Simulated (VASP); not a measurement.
# YTiTe3 (P6/mmm) in VASP: single point with PBE

Aim: the single point of YTiTe3 with PBE.

All numbers are computed with VASP 6.6.1; they aren't measurements. Logs are shortened: lines on timing, memory, paths and dates and some standing lists are left out, and cuts for length are marked.

## Step 1: The cell of the first run

Symmetry: P6/mmm, No. 191, hexagonal system. Conventional cell: a = 6.234 Å, b = 6.234 Å, c = 5.337 Å, α = 90.00°, β = 90.00°, γ = 120.00°. Y (site symmetry 6/mmm) has 2 Ti at 2.67 Å within 3.5 Å. Ti (site symmetry 6/mmm) has 2 Y at 2.67 Å and 6 Te at 3.12 Å within 3.5 Å. Within 4.2 Å of Te (site symmetry mmm) lie 4 Te at 3.12 Å and 2 Ti at 3.12 Å and 4 Y at 4.10 Å.

The cell was generated, and may not be a known phase.

## Step 2: Single point, PBE, collinear spin

Input file INCAR:

```
PREC     = Accurate       # precision mode
ENCUT    = 520            # plane-wave cutoff, eV
EDIFF    = 1E-6           # SCF threshold, eV
ISMEAR   = 0              # smearing method
SIGMA    = 0.1            # smearing width, eV
LREAL    = False          # projectors in reciprocal space
LASPH    = True           # aspherical terms in the spheres
NELM     = 150            # most SCF steps
ALGO     = Normal         # electronic algorithm
ISIF     = 2              # what is computed and relaxed
LWAVE    = False          # write WAVECAR
LCHARG   = False          # write CHGCAR
ISPIN    = 2              # spin polarisation
MAGMOM   = 0 0.57 0 0 0   # initial moments
LORBIT   = 11             # projections on sites
LMAXMIX  = 4              # l up to which the mixer works
GGA      = PE             # functional
NBANDS   = 32             # bands
```

Input file KPOINTS:

```
regular mesh
0
Gamma
  6 6 8
```

Input file POSCAR:

```
YTiTe3
1.0
    6.2343246161      0.0000000000      0.0000000000
   -3.1171623081      5.3990834930      0.0000000000
    0.0000000000      0.0000000000      5.3374955952
Y Ti Te
1 1 3
Direct
    0.0000000000      0.0000000000      0.5000000000
    0.0000000000      0.0000000000      0.0000000000
    0.5000000000      0.0000000000      0.0000000000
    0.0000000000      0.5000000000      0.0000000000
    0.5000000000      0.5000000000      0.0000000000
```

Potentials or basis: VASP PAW PBE potentials, release 64 (Y_sv, Ti_sv, Te).

Started as:

```sh
> cat potpaw_PBE.64/Y_sv/POTCAR potpaw_PBE.64/Ti_sv/POTCAR potpaw_PBE.64/Te/POTCAR > POTCAR
> mpirun -np 1 vasp_std > vasp.out
```

OUTCAR:

```text
PREC = Accurate
   ENCUT = 520
   EDIFF = 1E-6
   ISMEAR = 0
   LREAL = False
   LASPH = True
   NELM = 150
   ISIF = 2
   ISPIN = 2
   LORBIT = 11
   GGA = PE

 ion  position               nearest neighbor table
   1  0.000  0.000  0.500-   2 2.67   2 2.67
   2  0.000  0.000  0.000-   1 2.67   1 2.67   5 3.12   5 3.12   3 3.12   3 3.12   4 3.12   4 3.12

   3  0.500  0.000  0.000-   4 3.12   4 3.12   2 3.12   2 3.12   5 3.12   5 3.12
   4  0.000  0.500  0.000-   3 3.12   3 3.12   5 3.12   5 3.12   2 3.12   2 3.12
   5  0.500  0.500  0.000-   2 3.12   2 3.12   4 3.12   4 3.12   3 3.12   3 3.12

  LATTYP: Found a hexagonal cell.
 ALAT       =     6.2343246161
 C/A-ratio  =     0.8561465634

  Lattice vectors:

 A1 = (   6.2343246161,   0.0000000000,   0.0000000000)
 A2 = (  -3.1171623081,   5.3990834930,   0.0000000000)
 A3 = (   0.0000000000,   0.0000000000,   5.3374955952)

Analysis of symmetry for initial positions (statically):
=====================================================================
 Subroutine PRICEL returns:
 Original cell was already a primitive cell.

 Routine SETGRP: Setting up the symmetry group for a
 hexagonal supercell.

 Subroutine GETGRP returns: Found 24 space group operations
 (whereof 24 operations were pure point group operations)
 out of a pool of 24 trial point group operations.

The static configuration has the point symmetry D_6h.

Analysis of symmetry for dynamics (positions and initial velocities):
=====================================================================
 Subroutine PRICEL returns:
 Original cell was already a primitive cell.

 Routine SETGRP: Setting up the symmetry group for a
 hexagonal supercell.

 Subroutine GETGRP returns: Found 24 space group operations
 (whereof 24 operations were pure point group operations)
 out of a pool of 24 trial point group operations.

The dynamic configuration has the point symmetry D_6h.

Analysis of structural, dynamic, and magnetic symmetry:
=====================================================================
 Subroutine PRICEL returns:
 Original cell was already a primitive cell.

 Routine SETGRP: Setting up the symmetry group for a
 hexagonal supercell.

 Subroutine GETGRP returns: Found 24 space group operations
 (whereof 24 operations were pure point group operations)
 out of a pool of 24 trial point group operations.

The overall configuration has the point symmetry D_6h.

 Subroutine INISYM returns: Found 24 space group operations
 (whereof 24 operations are pure point group operations),
 and found     1 'primitive' translations

----------------------------------------------------------------------------------------

                                     Primitive cell

  volume of cell :     179.6582

  direct lattice vectors                    reciprocal lattice vectors
     6.234324616  0.000000000  0.000000000     0.160402299  0.092608310  0.000000000
    -3.117162308  5.399083493  0.000000000     0.000000000  0.185216621  0.000000000
     0.000000000  0.000000000  5.337495595     0.000000000  0.000000000  0.187353785

  length of vectors
     6.234324616  6.234324616  5.337495595     0.185216621  0.185216621  0.187353785

  position of ions in fractional coordinates (direct lattice)
     0.000000000  0.000000000  0.500000000
     0.000000000  0.000000000  0.000000000
     0.500000000  0.000000000  0.000000000
     0.000000000  0.500000000  0.000000000
     0.500000000  0.500000000  0.000000000

  ion indices of the primitive-cell ions
   primitive index   ion index
                 1           1
                 2           2
                 3           3
                 4           4
                 5           5

----------------------------------------------------------------------------------------

 KPOINTS: regular mesh

Automatic generation of k-mesh.
 Grid dimensions read from file:
 generate k-points for:    6    6    8
[... 23 lines left out ...]
  0.333333 -0.000000  0.000000      6.000000
  0.500000 -0.000000  0.000000      3.000000
  0.166667  0.166667  0.000000      6.000000
  0.333333  0.166667  0.000000     12.000000
[... 16 lines left out ...]
  0.166667  0.000000  0.375000     12.000000
  0.333333 -0.000000  0.375000     12.000000
 [... further k-points ...]
   k-points           NKPTS =     35   k-points in BZ     NKDIM =     35   number of bands    NBANDS=     32
   number of dos      NEDOS =    301   number of ions     NIONS =      5
   total plane-waves  NPLWV =  92160
   dimension x,y,z NGX =    48 NGY =   48 NGZ =   40
   dimension x,y,z NGXF=    96 NGYF=   96 NGZF=   80
   ions per type =               1   1   3
   NGX,Y,Z   is equivalent  to a cutoff of  12.80, 12.80, 12.46 a.u.
   NGXF,Y,Z  is equivalent  to a cutoff of  25.60, 25.60, 24.92 a.u.
 SYSTEM =  unknown system
   PREC   = accura    normal or accurate (medium, high low for compatibility)
   ISTART =      0    job   : 0-new  1-cont  2-samecut
   ICHARG =      2    charge: 1-file 2-atom 10-const
   ISPIN  =      2    spin polarized calculation?
   LNONCOLLINEAR =      F non collinear calculations
   LSORBIT =      F    spin-orbit coupling
   LASPH  =      T    aspherical Exc in radial PAW
   ENCUT  =  520.0 eV  38.22 Ry    6.18 a.u.  11.59 11.59  9.92*2*pi/ulx,y,z
   NELM   =    150;   NELMIN=  2; NELMDL= -5     # of ELM steps
   EDIFF  = 0.1E-05   stopping-criterion for ELM
   LREAL  =      F    real-space projection
   EDIFFG = 0.1E-04   stopping-criterion for IOM
   NSW    =      0    number of steps for IOM
   IBRION =     -1    ionic relax: 0-MD 1-quasi-New 2-CG
   NFREE  =      0    steps in history (QN), initial steepest desc. (CG)
   ISIF   =      2    stress and relaxation
   ISYM   =      2    0-nonsym 1-usesym 2-fastsym
   POTIM  = 0.5000    time-step for ionic-motion
   TEBEG  =    0.0;   TEEND  =   0.0 temperature during run
   PSTRESS=    0.0 pullay stress
   NELECT =      41.0000    total number of electrons
   NUPDOWN=      -1.0000    fix difference up-down
   EMIN   =  10.00;   EMAX   =-10.00  energy-range for DOS
   EFERMI =   0.00;   METHOD = LEGACY
   ISMEAR =     0;   SIGMA  =   0.10  broadening in eV -4-tet -1-fermi 0-gaus
   EFERMI_NEDOS =   21; number of points for ismear=-14 and -15
   IALGO  =     38    algorithm
   IMIX   =      4    mixing-type and parameters
     AMIX     =   0.40;   BMIX     =  1.00
     AMIX_MAG =   1.60;   BMIX_MAG =  1.00
  volume/ion in A,a.u.               =      35.93       242.48
  Fermi-wavevector in a.u.,A,eV,Ry     =   1.000431  1.890540 13.617556  1.000862
  Thomas-Fermi vector in A             =   2.132787
   LORBIT       =     11    0 simple, 1 ext, 2 COOP (PROOUT), +10 PAW based schemes
   GGA     = PE    functional components
   LHFCALC =     F    Hartree Fock is set to
   AEXX    =    0.0000 exact exchange contribution
   IVDW    =     0    specifies the selected vdW correction
   LEPSILON=     F    determine dielectric tensor
   LRPA    =     F    only Hartree local field effects (RPA)
 spin polarized calculation
 Gauss-broadening in eV      SIGMA  =   0.10
  energy-cutoff  :      520.00
  volume of cell :      179.66
 maximum number of plane-waves:      4868
 NGX is ok and might be reduce to    48
   NGX = 23   NGY = 23   NGZ = 19

 number of electron      41.0000002 magnetization       1.5745384

 Free energy of the ion-electron system (eV)
  ---------------------------------------------------
  ext. energy  EPLUGINS =         0.00000000
  ---------------------------------------------------
  free energy    TOTEN  =       -21.99818439 eV

  energy without entropy =      -21.97656180  energy(sigma->0) =      -21.98737310

 E-fermi :   4.6458     XC(G=0):  -8.4307

 val. band max:        4.6337324575   @ k =   0.5000  -0.0000   0.3750
 cond. band min:       4.6527167459   @ k =   0.3333   0.1667   0.5000
 fundamental gap:      0.0189842884
 Fermi energy:         4.6457660363

 spin component 1

 k-point     1 :       0.0000    0.0000    0.0000
  band No.  band energies     occupation
      1     -52.6419      1.00000
      2     -39.2409      1.00000
      3     -29.0213      1.00000
      4     -29.0213      1.00000
      5     -28.8965      1.00000
      6     -19.3215      1.00000
[... 829 lines left out ...]
     31       7.6658      0.00000
     32       7.7949      0.00000

 [... further k-points ...]

 spin component 2

 k-point     1 :       0.0000    0.0000    0.0000
  band No.  band energies     occupation
      1     -51.9385      1.00000
      2     -39.1097      1.00000
      3     -28.4101      1.00000
      4     -28.4101      1.00000
      5     -28.0003      1.00000
      6     -19.1826      1.00000
[... 829 lines left out ...]
     31       7.9445      0.00000
     32       7.9995      0.00000

 [... further k-points ...]

------------------------ aborting loop because EDIFF is reached ----------------------------------------

  FORCE on cell =-STRESS in cart. coord.  units (eV):
  Direction    XX          YY          ZZ          XY          YZ          ZX
  --------------------------------------------------------------------------------------
  -------------------------------------------------------------------------------------
  Total       -0.0226049     -0.0226049      0.0398298      0.0000000     -0.0000000      0.0000000
  in kB       -0.2015891     -0.2015891      0.3551986      0.0000000     -0.0000000      0.0000000
  external PRESSURE =      -0.0159932 kB  Pullay stress =       0.0000000 kB

 VOLUME and BASIS-vectors are now :
 -----------------------------------------------------------------------------
  energy-cutoff  :      520.00
  volume of cell :      179.66
      direct lattice vectors                 reciprocal lattice vectors
     6.234324616  0.000000000  0.000000000     0.160402299  0.092608310  0.000000000
    -3.117162308  5.399083493  0.000000000     0.000000000  0.185216621  0.000000000
     0.000000000  0.000000000  5.337495595     0.000000000  0.000000000  0.187353785

 POSITION                                       TOTAL-FORCE (eV/Angst)
 -----------------------------------------------------------------------------------
      0.00000      0.00000      2.66875         0.000000      0.000000      0.000000
      0.00000      0.00000      0.00000        -0.000000      0.000000      0.000000
      3.11716      0.00000      0.00000         0.000000      0.000000      0.000000
     -1.55858      2.69954      0.00000         0.000000      0.000000      0.000000
      1.55858      2.69954      0.00000        -0.000000      0.000000      0.000000
 -----------------------------------------------------------------------------------
    total drift:                               -0.000000      0.000000      0.000000

  FREE ENERGIE OF THE ION-ELECTRON SYSTEM (eV)
  ---------------------------------------------------
  free  energy   TOTEN  =       -21.9981843892 eV

  energy  without entropy=      -21.9765618040  energy(sigma->0) =      -21.98737310

 total charge

# of ion       s       p       d       f       tot
--------------------------------------------------
    1        2.232   6.054   1.088   0.021   9.394
    2        2.179   6.027   2.096   0.000  10.302
    3        1.417   1.871   0.046   0.000   3.334
    4        1.417   1.871   0.046   0.000   3.334
    5        1.417   1.871   0.046   0.000   3.334
--------------------------------------------------
tot          8.662  17.694   3.322   0.021  29.698

 magnetization (x)

# of ion       s       p       d       f       tot
--------------------------------------------------
    1        0.017   0.037   0.250   0.008   0.313
    2        0.014   0.012   0.741   0.000   0.767
    3        0.001   0.025   0.001   0.000   0.028
    4        0.001   0.025   0.001   0.000   0.028
    5        0.001   0.025   0.001   0.000   0.028
--------------------------------------------------
tot          0.035   0.125   0.996   0.008   1.164
```

Wall time 4.2 min (1 thread of AMD EPYC 9R45 (Zen 5), shared host); peak memory 0.56 GiB.

Results:

```yaml
Free_energy: -21.9982 eV
Pressure: 0.0 GPa
Net_moment: 1.57 μB per cell
Site_moments: Y +0.31; Ti +0.77; Te +0.03 μB
Valence_electrons_inside_the_program's_atomic_spheres: Y 9.39; Ti 10.30; Te 3.33
```

Caveat: spin-orbit coupling is left out, which moves the levels of the heavy elements.
